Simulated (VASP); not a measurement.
Wanted: the native input for a VASP 6.6.1 run.

| Property | Result |
| --- | --- |
| Task | single point |
| Functional | LDA |
| Potentials or basis | VASP PAW LDA potentials, release 64 (Cu, As) |
| Cutoff | 520 eV |
| k mesh | 12 × 12 × 8 |
| Occupations | gaussian, width 0.15 eV |
| Spin | no spin polarisation |
| Dipole correction | no |
| Further INCAR settings | ALGO = Normal; EDIFF = 1e-06; NBANDS = 24 |

The structure of CuAs lies in POSCAR:

```
CuAs
1.0
    3.8679000000      0.0000000000      0.0000000000
   -1.9339500000      3.3496996593      0.0000000000
    0.0000000000      0.0000000000      4.8580437534
Cu As
2 2
Direct
    0.0000000000      0.0000000000      0.5000000000
    0.0000000000      0.0000000000      0.0000000000
    0.6666666667      0.3333333333      0.7500000000
    0.3333333333      0.6666666667      0.2500000000
```

These files were run (other wordings do the same):

INCAR

```
SYSTEM = CuAs
PREC = Accurate ; ENCUT = 520
EDIFF = 1E-6 ; ISMEAR = 0
SIGMA = 0.15 ; LREAL = .False.
LASPH = .True. ; NELM = 80
ALGO = Normal ; ISIF = 2
LWAVE = .False. ; LCHARG = .True.
GGA = CA ; LELF = .True.
LVHAR = .True. ; NBANDS = 24
```

KPOINTS

```
regular mesh
0
Gamma
  12 12 8
  0 0 0
```

Potentials or basis: VASP PAW LDA potentials, release 64 (Cu, As).

Command:

```console
$ cat potpaw_LDA.64/Cu/POTCAR potpaw_LDA.64/As/POTCAR > POTCAR
$ mpirun -np 1 vasp_std > vasp.out
```

It gave:

| Property | Result |
| --- | --- |
| Pressure | -4.8 GPa |
| Band gap on the k mesh | zero (band 16 reaches 7.77 eV, above the bottom of band 17 at 5.86 eV) |

Wall time 3.3 min on 1 thread of AMD EPYC 7R43 64-Core Processor (Zen 3), with other jobs on the host, peak memory 0.2 GiB.
